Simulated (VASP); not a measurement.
A run of VASP 6.6.1 is set up as follows.

POSCAR

```
MgB2
1.0
    3.1200000000      0.0000000000      0.0000000000
   -1.5600000000      2.7019992598      0.0000000000
    0.0000000000      0.0000000000      3.4320000000
Mg B
1 2
Direct
    0.0000000000      0.0000000000      0.0000000000
    0.3333333333      0.6666666667      0.5000000000
    0.6666666667      0.3333333333      0.5000000000
```

INCAR.step1

```
SYSTEM = MgB2
PREC = Accurate
ENCUT = 660
ISMEAR = 1
SIGMA = 0.1
LREAL = .FALSE.
LASPH = .TRUE.
NELM = 120
GGA = PE
ALGO = Normal
EDIFF = 1E-5
LWAVE = .TRUE.
LCHARG = .FALSE.
GGA_COMPAT = .FALSE.
IBRION = 2
ISIF = 3
EDIFFG = -0.005
NELMIN = 4
NSW = 100
```

Contents of INCAR.step2:

```
SYSTEM = MgB2
PREC = Accurate
ENCUT = 660
EDIFF = 1E-7
ISMEAR = 1
SIGMA = 0.1
LREAL = .FALSE.
LASPH = .TRUE.
NELM = 120
ALGO = Normal
ISIF = 3
LWAVE = .FALSE.
LCHARG = .FALSE.
METAGGA = R2SCAN
LMIXTAU = .TRUE.
IBRION = 2
NSW = 60
EDIFFG = -0.01
ISTART = 1
GGA_COMPAT = .FALSE.
NELMIN = 4
```

The input KPOINTS:

```
regular mesh
0
G
  6 6 5
  0 0 0
```

Potentials or basis: VASP PAW PBE potentials, release 64 (Mg, B).

Command:

```bash
$ cat potpaw_PBE.64/Mg/POTCAR potpaw_PBE.64/B/POTCAR > POTCAR
$ cp INCAR.step1 INCAR
$ mpirun -np 1 vasp_std > vasp.out
$ cp INCAR.step2 INCAR
$ mpirun -np 1 vasp_std > vasp.out
```

Problem. Predict the band gap on the k mesh.

Solution. Zero (bands 4 and 5 overlap by 3.93 eV).

Problem. What does it give for the space group after relaxing (to 0.1 Å)?

Solution. P6/mmm (No. 191).

Step by step:
```tsv
step	energy change (eV)	largest force (eV/Å)	pressure (GPa)	volume (Å³)
1	0.0000	0.0000	-3.68	28.93
2	-0.0079	0.0000	2.35	28.01
3	-0.0115	0.0000	0.12	28.34
4	-0.0115	0.0000	0.04	28.35
5	-0.0115	0.0000	-0.05	28.37
```

Caveat: the k points lie up to 0.39 Å⁻¹ apart in the final cell, too coarse for converged energies and pressures of a metal; the PAW data sets were made with another functional, which shifts forces and pressure a little.
